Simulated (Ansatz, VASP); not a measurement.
# Two plane-wave programs on HfSiO4

```xyz
12
Lattice="5.0321 0.0000 0.0965 0.0000 4.7723 0.0000 -0.7668 0.0000 4.9340" Properties=species:S:1:pos:R:3 pbc="T T T"
Hf    1.0905    2.2992    2.3617
Hf    3.1749    4.6853    2.6688
Si    3.9834    2.2233    0.3696
Si    0.2820   -0.1629    4.6609
O     1.4961    3.8590    3.6481
O     2.7692    1.4729    1.3824
O     2.4886    1.5510    3.9259
O     1.7767    3.9372    1.1046
O     0.2641    1.1865    0.6093
O     4.0013    3.5726    4.4212
O     4.3240    3.1980    1.8049
O    -0.0587    0.8118    3.2256
```

Alike in both runs: task single point; functional PBE; k mesh 6 × 6 × 6; occupations fermi-dirac, width 0.02 eV; no spin polarisation.

```csv
,VASP,Ansatz
version,VASP 6.6.1,Ansatz 0.2.0
potentials or method,"VASP PAW PBE potentials, release 64 (Hf_pv, Si, O)","plane waves, PAW"
plane-wave cutoff (eV),520,420
valence electrons in the cell,76,108
```

```csv
,VASP,Ansatz,Ansatz less VASP
gap on the k mesh at the Fermi level (eV),2.76,2.80,+0.040
pressure (GPa),5.1,6.9,+1.78
"traceless stress, the component that is largest in VASP (GPa)",0.43,0.26,-0.161
rms of the force components (eV/Å),0.142,0.079,-0.0634
```

Atom by atom the forces differ by 0.078 eV/Å (rms over components). VASP's potentials hold 76 valence electrons a cell and Ansatz's 108, so a difference there can come from the potentials and not from the codes.

Neither program's run includes spin-orbit coupling.
